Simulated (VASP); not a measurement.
# TeP2 in VASP: a series of runs, part 2 of 2

VASP 6.6.1. The steps go on from the part before.

**5. Relaxation of cell and atoms, PBE**

This run uses another cell than the first one, of 20.27 Å³/atom, 0.973 times its volume.

Contents of INCAR:

```
SYSTEM = TeP2
  PREC = Accurate
  ENCUT = 600
  EDIFF = 1E-6
  ISMEAR = 0
  SIGMA = 0.1
  LREAL = .False.
  LASPH = .True.
  NELM = 100
  ALGO = Normal
  ISIF = 3
  LWAVE = .False.
  LCHARG = .False.
  GGA = PE
  IBRION = 2
  NSW = 90
  EDIFFG = -0.04
```

Contents of KPOINTS:

```
regular mesh
0
Gamma
  6 6 6
  0 0 0
```

Contents of POSCAR:

```
TeP2
1.0
    4.9542308175      0.0000000000      0.0000000000
   -2.4771154087      4.2904897441      0.0000000000
    0.0000000000      0.0000000000      2.8609478480
Te P
1 2
Direct
    0.0000000000      0.0000000000      0.0000000000
    0.3333333333      0.6666666667      0.0000000000
    0.6666666667      0.3333333333      0.0000000000
```

Potentials or basis: VASP PAW PBE potentials, release 64 (Te, P).

Run with:

```sh
$ cat potpaw_PBE.64/Te/POTCAR potpaw_PBE.64/P/POTCAR > POTCAR
$ mpirun -np 1 vasp_std > vasp.out
```

OUTCAR:

```text
SYSTEM = TeP2
   PREC = Accurate
   ENCUT = 600
   EDIFF = 1E-6
   ISMEAR = 0
   LREAL = .False.
   LASPH = .True.
   NELM = 100
   ISIF = 3
   GGA = PE
   IBRION = 2
   NSW = 90
   EDIFFG = -0.04

 ion  position               nearest neighbor table
   1  0.000  0.000  0.000-   2 2.86   3 2.86   2 2.86   3 2.86   3 2.86   2 2.86
   2  0.333  0.667  0.000-   3 2.86   1 2.86   3 2.86   1 2.86   1 2.86   3 2.86
   3  0.667  0.333  0.000-   2 2.86   1 2.86   2 2.86   1 2.86   1 2.86   2 2.86

  LATTYP: Found a hexagonal cell.
 ALAT       =     4.9542308175
 C/A-ratio  =     0.5774756876

  Lattice vectors:

 A1 = (   4.9542308175,   0.0000000000,   0.0000000000)
 A2 = (  -2.4771154087,   4.2904897441,   0.0000000000)
 A3 = (   0.0000000000,   0.0000000000,   2.8609478480)

Analysis of symmetry for initial positions (statically):
=====================================================================
 Subroutine PRICEL returns:
 Original cell was already a primitive cell.

 Routine SETGRP: Setting up the symmetry group for a
 hexagonal supercell.

 Subroutine GETGRP returns: Found 24 space group operations
 (whereof 24 operations were pure point group operations)
 out of a pool of 24 trial point group operations.

The static configuration has the point symmetry D_6h.

Analysis of symmetry for dynamics (positions and initial velocities):
=====================================================================
 Subroutine PRICEL returns:
 Original cell was already a primitive cell.

 Routine SETGRP: Setting up the symmetry group for a
 hexagonal supercell.

 Subroutine GETGRP returns: Found 24 space group operations
 (whereof 24 operations were pure point group operations)
 out of a pool of 24 trial point group operations.

The dynamic configuration has the point symmetry D_6h.

[... 138 lines left out ...]
   NGX = 19   NGY = 19   NGZ = 11

--------------------------------------- Ionic step        1  -------------------------------------------

 number of electron      15.9999999 magnetization

 Free energy of the ion-electron system (eV)
  ---------------------------------------------------
  ext. energy  EPLUGINS =         0.00000000
  ---------------------------------------------------
  free energy    TOTEN  =       -11.80848213 eV

  energy without entropy =      -11.79531345  energy(sigma->0) =      -11.80189779

------------------------ aborting loop because EDIFF is reached ----------------------------------------

  FORCE on cell =-STRESS in cart. coord.  units (eV):
  Direction    XX          YY          ZZ          XY          YZ          ZX
  --------------------------------------------------------------------------------------
  -------------------------------------------------------------------------------------
  Total        0.9123970      0.9123970      0.6373987      0.0000000     -0.0000000      0.0000000
  in kB       24.0381688     24.0381688     16.7930173      0.0000000     -0.0000000      0.0000000
  external PRESSURE =      21.6231183 kB  Pullay stress =       0.0000000 kB
[... 135 lines left out ...]
--------------------------------------- Ionic step        5  -------------------------------------------

 number of electron      15.9999999 magnetization

 Free energy of the ion-electron system (eV)
  ---------------------------------------------------
  ext. energy  EPLUGINS =         0.00000000
  ---------------------------------------------------
  free energy    TOTEN  =       -11.82213858 eV

  energy without entropy =      -11.81468101  energy(sigma->0) =      -11.81840980

 E-fermi :   7.9430     XC(G=0): -10.3818

 val. band max:        7.9101333240   @ k =   0.5000  -0.0000   0.5000
 cond. band min:       7.9762124510   @ k =   0.3333   0.1667   0.1667
 fundamental gap:      0.0660791270
 Fermi energy:         7.9430015002

 k-point     1 :       0.0000    0.0000    0.0000
  band No.  band energies     occupation
      1      -7.0817      2.00000
      2      -2.1671      2.00000
      3      -1.2179      2.00000
      4       2.4424      2.00000
      5       2.4424      2.00000
      6       3.4226      2.00000
      7       3.4226      2.00000
      8       9.9507      0.00000
      9      12.2461      0.00000
     10      12.2461      0.00000
     11      12.6891      0.00000
     12      13.6990      0.00000
[... 331 lines left out ...]
 k-point    24 :       0.3333   -0.0000    0.5000
  band No.  band energies     occupation
      1      -3.6396      2.00000
      2      -1.1357      2.00000
      3       0.3118      2.00000
      4       1.1135      2.00000
      5       3.2762      2.00000
      6       3.6118      2.00000
      7       4.7403      2.00000
      8       6.0962      2.00000
      9       8.0668      0.07995
     10       9.2973      0.00000
     11      10.3182      0.00000
     12      10.4232      0.00000

 [... further k-points ...]

------------------------ aborting loop because EDIFF is reached ----------------------------------------

  FORCE on cell =-STRESS in cart. coord.  units (eV):
  Direction    XX          YY          ZZ          XY          YZ          ZX
  --------------------------------------------------------------------------------------
  -------------------------------------------------------------------------------------
  Total       -0.0331811     -0.0331811      0.0187429     -0.0000000     -0.0000000      0.0000000
  in kB       -0.8501521     -0.8501521      0.4802224     -0.0000000     -0.0000000      0.0000000
  external PRESSURE =      -0.4066939 kB  Pullay stress =       0.0000000 kB
[... 18 lines left out ...]
  FREE ENERGIE OF THE ION-ELECTRON SYSTEM (eV)
  ---------------------------------------------------
  free  energy   TOTEN  =       -11.8221385849 eV

  energy  without entropy=      -11.8146810093  energy(sigma->0) =      -11.81840980

 reached required accuracy - stopping structural energy minimisation
```

OSZICAR:

```text
N       E                     dE             d eps       ncg     rms          rms(c)
DAV:   1     0.563428628044E+02    0.56343E+02   -0.69679E+03   672   0.125E+03
DAV:   2    -0.831910953598E+01   -0.64662E+02   -0.61055E+02   888   0.168E+02
DAV:   3    -0.119182749239E+02   -0.35992E+01   -0.34411E+01   844   0.387E+01
[... 37 lines left out ...]
DAV:   2    -0.118233539502E+02    0.20519E-02   -0.10085E-02   716   0.714E-01    0.144E-01
DAV:   3    -0.118221521505E+02    0.12018E-02   -0.22036E-03   724   0.292E-01    0.539E-02
DAV:   4    -0.118221347192E+02    0.17431E-04   -0.21619E-04   748   0.994E-02    0.454E-02
DAV:   5    -0.118221387512E+02   -0.40320E-05   -0.12743E-05   720   0.242E-02    0.672E-03
DAV:   6    -0.118221385849E+02    0.16626E-06   -0.74004E-07   368   0.605E-03
   5 F= -.11822139E+02 E0= -.11818410E+02  d E =-.187372E-02
```

CONTCAR:

```text
TeP2
   1.00000000000000
     5.0296734569733879    0.0000000000008866   -0.0000000000000000
    -2.5148367284351649    4.3558249864089955    0.0000000000000000
     0.0000000000000000   -0.0000000000000000    2.8542623451341989
  Te              P
     1     2
Direct
     0.0000000000000000    0.0000000000000000    0.0000000000000000
     0.3333333332999970    0.6666666667000030    0.0000000000000000
     0.6666666667000030    0.3333333332999970    0.0000000000000000

  0.00000000E+00  0.00000000E+00  0.00000000E+00
  0.00000000E+00  0.00000000E+00  0.00000000E+00
  0.00000000E+00  0.00000000E+00  0.00000000E+00
```

It took 27 s on 1 thread of Intel Xeon Platinum 8559C (Emerald Rapids), shared host; peak memory 0.21 GiB.

Results:

```yaml
Free_energy: -11.8221 eV
Relaxed_volume: 20.84 Å³/atom
Relaxed_cell: a = 5.030 Å, b = 5.030 Å, c = 2.854 Å, α = 90.00°, β = 90.00°, γ = 120.00°
Space_group_after_relaxing_to_0.05_Å: P6/mmm (No. 191)
Energy_gained_by_relaxing: 4.6 meV/atom
Ionic_steps: 5
Pressure_after_relaxing: 0.0 GPa
Band_gap_on_the_k_mesh: zero (band 8 reaches 10.12 eV, above the bottom of band 9 at 5.28 eV)
```

Stress tensor (GPa, compression positive):
```
-0.09  0.00  0.00
 0.00 -0.09  0.00
 0.00  0.00  0.05
```

The path:
```csv
step,energy change (eV),largest force (eV/Å),pressure (GPa),volume (Å³)
1,0.0000,0.0000,2.16,60.81
2,-0.0101,0.0000,-0.84,63.25
3,-0.0118,0.0000,-0.04,62.56
4,-0.0125,0.0000,-0.05,62.55
5,-0.0137,0.0000,-0.04,62.53
```

Final structure:
```xyz
3
Lattice="5.0297 0.0000 0.0000 -2.5148 4.3558 0.0000 0.0000 0.0000 2.8543" Properties=species:S:1:pos:R:3 pbc="T T T"
Te    0.0000    0.0000    0.0000
P     0.0000    2.9039    0.0000
P     2.5148    1.4519    0.0000
```

Caveat: the k points lie up to 0.37 Å⁻¹ apart in the final cell; spin-orbit coupling is left out, which moves the levels of the heavy elements.

**6. Single point, PBE**

This run uses another cell than the first one, of 20.27 Å³/atom, 0.973 times its volume.

Contents of INCAR:

```
SYSTEM = TeP2
PREC = Accurate
ENCUT = 520
EDIFF = 1E-6
ISMEAR = 0
SIGMA = 0.1
LREAL = .FALSE.
LASPH = .TRUE.
NELM = 100
ALGO = Normal
ISIF = 2
LWAVE = .FALSE.
LCHARG = .FALSE.
GGA = PE
NBANDS = 15
```

Contents of KPOINTS:

```
Automatic mesh
0
G
  3 3 6
  0 0 0
```

Contents of POSCAR:

```
TeP2
1.0
    4.9542308175      0.0000000000      0.0000000000
   -2.4771154087      4.2904897441      0.0000000000
    0.0000000000      0.0000000000      2.8609478480
Te P
1 2
Direct
    0.0000000000      0.0000000000      0.4557896939
    0.3333333333      0.6666666667      0.4589153731
    0.6666666667      0.3333333333      0.4589153731
```

Potentials or basis: VASP PAW PBE potentials, release 64 (Te, P).

Run with:

```sh
$ cat potpaw_PBE.64/Te/POTCAR potpaw_PBE.64/P/POTCAR > POTCAR
$ mpirun -np 1 vasp_std > vasp.out
```

Wall time 7.4 s (1 thread of Intel Xeon Platinum 8559C (Emerald Rapids), shared host); peak memory 0.18 GiB.

The run converged. Its results:

```yaml
Free_energy: -11.9455 eV
Pressure: 0.0 GPa
Largest_force: 0.008 eV/Å
Band_gap_on_the_k_mesh: zero (band 8 reaches 10.42 eV, above the bottom of band 9 at 5.44 eV)
```

Forces on the atoms (eV/Å):
```
Te   0.000  0.000  0.008
P    0.000  0.000 -0.004
P    0.000  0.000 -0.004
```

Stress tensor (GPa, compression positive):
```
 0.05  0.00  0.00
 0.00  0.05  0.00
 0.00  0.00 -0.17
```

Levels at points of the mesh, in eV from the Fermi level:
| k point | band 4 | band 5 | band 6 | band 7 | band 8 | band 9 | band 10 | band 11 | band 12 | band 13 |
| --- | --- | --- | --- | --- | --- | --- | --- | --- | --- | --- |
| (0.00, 0.00, 0.00) | -5.56 | -5.56 | -4.59 | -4.59 | 1.81 | 4.77 | 4.77 | 4.81 | 5.83 | 6.20 |
| (0.00, 0.00, 0.50) | -6.65 | -3.46 | -3.46 | -3.35 | -2.78 | -2.78 | -2.31 | 3.91 | 3.91 | 4.15 |

Caveat: the k points lie up to 0.49 Å⁻¹ apart; spin-orbit coupling is left out, which moves the levels of the heavy elements.

**7. Overview**

| task | cell | k mesh | cutoff (eV) | gap on the mesh (eV) | pressure (GPa) | relaxed volume (Å³/atom) |
| --- | --- | --- | --- | --- | --- | --- |
| single point | a = 5.016, b = 5.016, c = 2.870 Å, angles 90.0, 90.0, 120.0°, 3 atoms | 12 × 12 × 16 | 520 | none | -0.1 | - |
| relaxation of cell and atoms | relaxed from a = 5.020, b = 5.020, c = 2.863 Å, angles 90.0, 90.0, 120.0°, 3 atoms | 12 × 12 × 16 | 600 | none | 0.0 | 20.83 |
| single point | a = 5.020, b = 5.020, c = 2.863 Å, angles 90.0, 90.0, 120.0°, 3 atoms | 6 × 6 × 6 | 520 | none | 0.0 | - |
| relaxation of cell and atoms | relaxed from a = 4.954, b = 4.954, c = 2.861 Å, angles 90.0, 90.0, 120.0°, 3 atoms | 6 × 6 × 6 | 600 | none | 0.0 | 20.84 |
| single point | a = 4.954, b = 4.954, c = 2.861 Å, angles 90.0, 90.0, 120.0°, 3 atoms | 3 × 3 × 6 | 520 | none | 0.0 | - |

Alike in all rows: level PBE; potentials or basis VASP PAW PBE potentials, release 64 (Te, P); no spin polarisation; smearing gaussian 0.1 eV.

Caveats: some runs use coarse meshes; spin-orbit coupling is left out, which moves the levels of the heavy elements.

Absolute energies hang on the potentials; compare differences alone.
